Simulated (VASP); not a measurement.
Input of a VASP 6.6.1 run:

The input POSCAR:

```
MnSi
1.0
    3.0721807200      0.0000000000      0.0000000000
    0.0000000000      3.0721807200      0.0000000000
    0.0000000000      0.0000000000      3.0721807200
Mn Si
1 1
Direct
    0.0000000000      0.0000000000      0.0000000000
    0.5000000000      0.5000000000      0.5000000000
```

Contents of INCAR.step1:

```
PREC = Accurate ; ENCUT = 520
EDIFF = 1E-5 ; ISMEAR = -1
SIGMA = 0.05 ; LREAL = False
LASPH = True ; NELM = 150
ALGO = Normal ; ISIF = 2
LWAVE = True ; LCHARG = False
ISPIN = 2 ; MAGMOM = 4 0
LORBIT = 11 ; LMAXMIX = 4
GGA = PE ; NBANDS = 20
```

File INCAR.step2:

```
PREC = Accurate ; ENCUT = 520
EDIFF = 1E-6 ; ISMEAR = -1
SIGMA = 0.05 ; LREAL = False
LASPH = True ; NELM = 150
ALGO = Normal ; ISIF = 2
LWAVE = False ; LCHARG = False
ISPIN = 2 ; MAGMOM = 4 0
LORBIT = 11 ; LMAXMIX = 4
METAGGA = R2SCAN ; LHFCALC = True
AEXX = 0.25 ; LMIXTAU = True
PRECFOCK = Normal ; ISTART = 1
NBANDS = 20
```

Contents of KPOINTS:

```
regular mesh
0
Gamma
  5 5 5
```

Potentials or basis: VASP PAW PBE potentials, release 64 (Mn_pv, Si).

Launch:

```bash
$ cat potpaw_PBE.64/Mn_pv/POTCAR potpaw_PBE.64/Si/POTCAR > POTCAR
$ cp INCAR.step1 INCAR
$ mpirun -np 1 vasp_std > vasp.out
$ cp INCAR.step2 INCAR
$ mpirun -np 1 vasp_std > vasp.out
```

Estimate the pressure.

-2.2 GPa.

Predict the site moments.

Mn +3.79; Si -0.13 μB.

Predict the net moment.

3.43 μB per cell.

Caveat: the k points lie up to 0.41 Å⁻¹ apart; the PAW data sets were made with another functional, which shifts forces and pressure a little.
